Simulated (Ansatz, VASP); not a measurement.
## One calculation of Ga, two programs

File POSCAR:

```
Ga
1.0
   -1.5124131524      1.5124131524      1.9208939696
    1.5124131524     -1.5124131524      1.9208939696
    1.5124131524      1.5124131524     -1.9208939696
Ga
1
Direct
    0.0000000000      0.0000000000      0.0000000000
```

The input INCAR.step1:

```
ALGO = Normal
EDIFF = 1E-4
ENCUT = 520
GGA = PE
ISMEAR = 0
LASPH = T
LCHARG = F
LREAL = F
LWAVE = T
NBANDS = 12
NELM = 100
PREC = Accurate
SIGMA = 0.15
```

The input INCAR.step2:

```
ALGO = Normal
EDIFF = 1E-7
ENCUT = 520
ISIF = 2
ISMEAR = 0
ISTART = 1
LASPH = T
LCHARG = T
LELF = T
LMIXTAU = T
LREAL = F
LVHAR = T
LWAVE = F
METAGGA = R2SCAN
NBANDS = 12
NELM = 100
PREC = Accurate
SIGMA = 0.15
```

KPOINTS

```
k-points
0
Gamma
  26 26 26
```

Input for Ansatz:

```yaml
crystal:
  lattice:
    - [-1.5124131524, 1.5124131524, 1.9208939696]
    - [1.5124131524, -1.5124131524, 1.9208939696]
    - [1.5124131524, 1.5124131524, -1.9208939696]
  atoms:
    - { symbol: Ga, position: [0.0, 0.0, 0.0] }
basis:
  ecutwfc: 500
kpoints:
  mp_grid: { grid: [26, 26, 26] }
hamiltonian:
  xc: r2scan
scf:
  occupations: { method: gaussian, width: 0.15 }
output:
  forces: true
  stress: true
  eigenvalues: true
```

Alike in both runs: task single point; functional r2SCAN; k mesh 26 × 26 × 26; occupations gaussian, width 0.15 eV; no spin polarisation.

|  | VASP | Ansatz |
| --- | --- | --- |
| version | VASP 6.6.1 | Ansatz 0.2.0 |
| potentials or method | VASP PAW PBE potentials, release 64 (Ga_d), cutoff 520 eV | scalar-relativistic, plane waves, PAW |
| valence electrons in the cell | 13 | 13 |

|  | VASP | Ansatz | Ansatz less VASP |
| --- | --- | --- | --- |
| gap on the k mesh at the Fermi level (eV) | none | none | - |
| pressure (GPa) | 1.0 | 1.0 | -0.01 |
| traceless stress, the component that is largest in VASP (GPa) | 0.96 | 0.94 | -0.025 |

VASP's potentials were made for PBE, not for r2SCAN. A gap of «none» marks a metal or a gap that the smearing closes.
